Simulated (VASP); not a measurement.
# Re (P6_3/mmc) in VASP: a series of runs, part 2 of 2

VASP 6.6.1.

**5. Relaxation of shape and atoms at fixed volume, PBE (volume scaled by 1.03)**

File INCAR:

```
SYSTEM = Re
PREC = Accurate
ENCUT = 600
EDIFF = 1E-6
ISMEAR = 0
SIGMA = 0.1
LREAL = .FALSE.
LASPH = .TRUE.
NELM = 100
ALGO = Normal
ISIF = 4
LWAVE = .FALSE.
LCHARG = .FALSE.
GGA = PE
IBRION = 2
NSW = 50
EDIFFG = -0.01
```

File KPOINTS:

```
Automatic mesh
0
G
  18 18 10
  0 0 0
```

File POSCAR:

```
Re
1.0
    2.8023629892      0.0000000000      0.0000000000
   -1.4011814946      2.4269175393      0.0000000000
    0.0000000000      0.0000000000      4.5285281564
Re
2
Direct
    0.3333333333      0.6666666667      0.2500000000
    0.6666666667      0.3333333333      0.7500000000
```

Command:

```console
$ cat potpaw_PBE.64/Re/POTCAR > POTCAR
$ mpirun -np 1 vasp_std > vasp.out
```

Wall time 2.2 min (1 thread of Oxide Virtual Turin-like, shared host); peak memory 0.19 GiB.

It converged, with:

```yaml
Free_energy: -24.8250 eV
Energy_gained_by_relaxing: 0.0 meV/atom
Ionic_steps: 3
Pressure_after_relaxing: -10.7 GPa
Band_gap_on_the_k_mesh: zero (band 7 reaches 8.67 eV, above the bottom of band 8 at 5.74 eV)
```

Stress tensor (GPa, compression positive):
```
-10.70   0.00   0.00
  0.00 -10.70   0.00
  0.00   0.00 -10.62
```

Final structure:
```
Re
1.0
     2.80295    0.00000    0.00000
    -1.40148    2.42743    0.00000
     0.00000    0.00000    4.52663
Re
2
Direct
  0.33333 0.66667 0.25000
  0.66667 0.33333 0.75000
```

Levels at points of the mesh, in eV from the Fermi level:
| k point | band 3 | band 4 | band 5 | band 6 | band 7 | band 8 | band 9 | band 10 | band 11 |
| --- | --- | --- | --- | --- | --- | --- | --- | --- | --- |
| (0.00, 0.00, 0.00) | -1.45 | -1.45 | -1.45 | -0.67 | -0.67 | 0.20 | 0.20 | 0.55 | 3.17 |
| (0.50, 0.00, 0.00) | -4.91 | -1.78 | -1.70 | -1.29 | -0.56 | 3.71 | 4.08 | 4.20 | 5.68 |
| (0.00, 0.00, 0.50) | -2.23 | -2.23 | -1.57 | -1.57 | -1.57 | -1.57 | 2.39 | 2.39 | 2.39 |
| (0.50, 0.00, 0.50) | -3.81 | -3.81 | 0.40 | 0.40 | 0.85 | 0.85 | 4.00 | 4.00 | 4.49 |

Caveat: spin-orbit coupling is left out, which moves the levels of the heavy elements.

**6. Relaxation of shape and atoms at fixed volume, PBE (volume scaled by 1.06)**

File INCAR:

```
PREC = Accurate
ENCUT = 600
EDIFF = 1E-6
ISMEAR = 0
SIGMA = 0.1
LREAL = F
LASPH = T
NELM = 100
ALGO = Fast
ISIF = 4
LWAVE = F
LCHARG = F
GGA = PE
IBRION = 2
NSW = 50
EDIFFG = -0.01
```

File KPOINTS:

```
regular mesh
0
Gamma
  18 18 10
```

File POSCAR:

```
Re
1.0
    2.8293104403      0.0000000000      0.0000000000
   -1.4146552201      2.4502547165      0.0000000000
    0.0000000000      0.0000000000      4.5720743677
Re
2
Direct
    0.3333333333      0.6666666667      0.2500000000
    0.6666666667      0.3333333333      0.7500000000
```

Potentials or basis: VASP PAW PBE potentials, release 64 (Re).

Command:

```console
$ cat potpaw_PBE.64/Re/POTCAR > POTCAR
$ mpirun -np 1 vasp_std > vasp.out
```

OUTCAR:

```text
PREC = Accurate
   ENCUT = 600
   EDIFF = 1E-6
   ISMEAR = 0
   LREAL = F
   LASPH = T
   NELM = 100
   ISIF = 4
   GGA = PE
   IBRION = 2
   NSW = 50
   EDIFFG = -0.01

 ion  position               nearest neighbor table
   1  0.333  0.667  0.250-   2 2.81   2 2.81   2 2.81   2 2.81   2 2.81   2 2.81
   2  0.667  0.333  0.750-   1 2.81   1 2.81   1 2.81   1 2.81   1 2.81   1 2.81

  LATTYP: Found a hexagonal cell.
 ALAT       =     2.8293104403
 C/A-ratio  =     1.6159677293

  Lattice vectors:

 A1 = (   2.8293104403,   0.0000000000,   0.0000000000)
 A2 = (  -1.4146552201,   2.4502547165,   0.0000000000)
 A3 = (   0.0000000000,   0.0000000000,   4.5720743677)

Analysis of symmetry for initial positions (statically):
=====================================================================
 Subroutine PRICEL returns:
[... 261 lines left out ...]
 cond. band min:       6.9808467459   @ k =   0.1111   0.1111   0.0000
 fundamental gap:      0.0012682705
 Fermi energy:         6.9802471954

 k-point     1 :       0.0000    0.0000    0.0000
  band No.  band energies     occupation
      1      -2.3594      2.00000
      2       0.9005      2.00000
      3       5.5938      2.00000
      4       5.5978      2.00000
      5       5.5978      2.00000
      6       6.3391      2.00000
      7       6.3391      2.00000
      8       7.1702      0.00721
      9       7.1702      0.00721
     10       7.4909      0.00000
     11      10.0238      0.00000
[... 309 lines left out ...]
 k-point    24 :       0.3889    0.1111    0.0000
  band No.  band energies     occupation
      1       1.8192      2.00000
      2       2.0482      2.00000
      3       2.3803      2.00000
      4       4.8119      2.00000
      5       5.1343      2.00000
      6       5.7344      2.00000
      7       6.4175      2.00000
      8       9.8666      0.00000
      9      10.3946      0.00000
     10      10.6428      0.00000
     11      12.0284      0.00000

 [... further k-points ...]
[... 5 lines left out ...]
  --------------------------------------------------------------------------------------
  -------------------------------------------------------------------------------------
  Total       -3.8256726     -3.8256726     -3.8184581     -0.0000000     -0.0000000      0.0000000
  in kB     -193.3807588   -193.3807588   -193.0160795     -0.0000000     -0.0000000      0.0000000
  external PRESSURE =    -193.2591990 kB  Pullay stress =       0.0000000 kB
[... 17 lines left out ...]
  FREE ENERGIE OF THE ION-ELECTRON SYSTEM (eV)
  ---------------------------------------------------
  free  energy   TOTEN  =       -24.7404598887 eV

  energy  without entropy=      -24.7314574588  energy(sigma->0) =      -24.73595867

 reached required accuracy - stopping structural energy minimisation
```

OSZICAR:

```text
N       E                     dE             d eps       ncg     rms          rms(c)
DAV:   1     0.359318035576E+02    0.35932E+02   -0.73516E+03  8574   0.168E+03
DAV:   2    -0.182044529833E+02   -0.54136E+02   -0.46803E+02  7646   0.326E+02
[... 20 lines left out ...]
   2 F= -.24740448E+02 E0= -.24735931E+02  d E =-.128349E-04
       N       E                     dE             d eps       ncg     rms          rms(c)
DAV:   1    -0.247404803442E+02   -0.32919E-04   -0.16912E-03  8942   0.153E+00    0.217E-02
RMM:   2    -0.247404637055E+02    0.16639E-04   -0.54444E-06  4168   0.518E-02    0.112E-02
RMM:   3    -0.247404597362E+02    0.39693E-05   -0.17653E-05  5204   0.591E-02    0.219E-03
RMM:   4    -0.247404598887E+02   -0.15250E-06   -0.17921E-06  3623   0.380E-02
   3 F= -.24740460E+02 E0= -.24735959E+02  d E =-.248608E-04
```

It took 2.4 min on 1 thread of Oxide Virtual Turin-like, shared host; peak memory 0.21 GiB.

Results:

| Item | Value |
| --- | --- |
| Free energy | -24.7405 eV |
| Energy gained by relaxing | 0.0 meV/atom |
| Ionic steps | 3 |
| Pressure after relaxing | -19.3 GPa |
| Band gap on the k mesh | zero (band 7 reaches 8.27 eV, above the bottom of band 8 at 5.48 eV) |

Final structure:
```yaml
crystal:
  lattice:
    - [2.83027, 0.00000, 0.00000]
    - [-1.41514, 2.45109, 0.00000]
    - [0.00000, 0.00000, 4.56897]
  atoms:
    - { symbol: Re, position: [0.33333, 0.66667, 0.25000] }
    - { symbol: Re, position: [0.66667, 0.33333, 0.75000] }
```

Caveat: spin-orbit coupling is left out, which moves the levels of the heavy elements.

**7. Summary**

| task | cell | gap on the mesh (eV) | pressure (GPa) |
| --- | --- | --- | --- |
| relaxation of cell and atoms | relaxed from a = 2.761, b = 2.761, c = 4.458 Å, angles 90.0, 90.0, 120.0°, 2 atoms | none | 0.0 |
| relaxation of shape and atoms at fixed volume | relaxed from a = 2.718, b = 2.718, c = 4.393 Å, angles 90.0, 90.0, 120.0°, 2 atoms | none | 25.9 |
| relaxation of shape and atoms at fixed volume | relaxed from a = 2.747, b = 2.747, c = 4.439 Å, angles 90.0, 90.0, 120.0°, 2 atoms | none | 11.7 |
| relaxation of shape and atoms at fixed volume | relaxed from a = 2.802, b = 2.802, c = 4.529 Å, angles 90.0, 90.0, 120.0°, 2 atoms | none | -10.7 |
| relaxation of shape and atoms at fixed volume | relaxed from a = 2.829, b = 2.829, c = 4.572 Å, angles 90.0, 90.0, 120.0°, 2 atoms | none | -19.3 |

Alike in all rows: level PBE; potentials or basis VASP PAW PBE potentials, release 64 (Re); no spin polarisation; k mesh 18 × 18 × 10; cutoff (eV) 600; smearing gaussian 0.1 eV.

Caveats: spin-orbit coupling is left out, which moves the levels of the heavy elements; the relaxation stopped at its first step, so nothing moved (some runs).

Total energies depend on the potentials used, so only differences within one code and one set of settings carry meaning.
